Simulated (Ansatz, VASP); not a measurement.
One calculation of MnO2, two programs

```xyz
3
Lattice="2.5364 0.0000 0.0000 -1.2682 2.1966 0.0000 0.0000 0.0000 4.0856" Properties=species:S:1:pos:R:3 pbc="T T T"
Mn    0.0000    0.0000    2.0428
O     1.2682    0.7322    1.2000
O     0.0000    1.4644    2.8856
```

Change from the starting cell: volume scaled by 0.7, PAW files.

Alike in both runs: task single point; functional LDA; k mesh 11 × 11 × 6; occupations fermi-dirac, width 0.03 eV; collinear spin.

```csv
,VASP,Ansatz
version,VASP 6.6.1,Ansatz 0.2.0
potentials or method,"VASP PAW LDA potentials, release 64 (Mn_pv, O)","PAW with Ansatz's default frozen-core files, scalar-relativistic"
plane-wave cutoff (eV),520,420
valence electrons in the cell,25,27
```

```tsv
	VASP	Ansatz	Ansatz less VASP
pressure (GPa)	135.8	133.2	-2.58
traceless stress, the component that is largest in VASP (GPa)	-42.58	-41.93	+0.648
rms of the force components (eV/Å)	3.613	3.493	-0.1201
net moment per atom (μB)	0.69	0.79	+0.096
size of the moment on the site where the two differ most (μB)	1.78	1.67	-0.114
```

LDA's correlation is that of Perdew and Zunger in VASP and of Perdew and Wang (1992) in Ansatz. Site moments also hang on the region over which each program counts them. Atom by atom the forces differ by 0.120 eV/Å (rms over components). Both programs put the cell under a high pressure, so it lies far from rest at this level. VASP's potentials hold 25 valence electrons a cell and Ansatz's 27, so a difference there can come from the potentials and not from the codes.

Noted on VASP's run: the cell as given lies far from equilibrium.
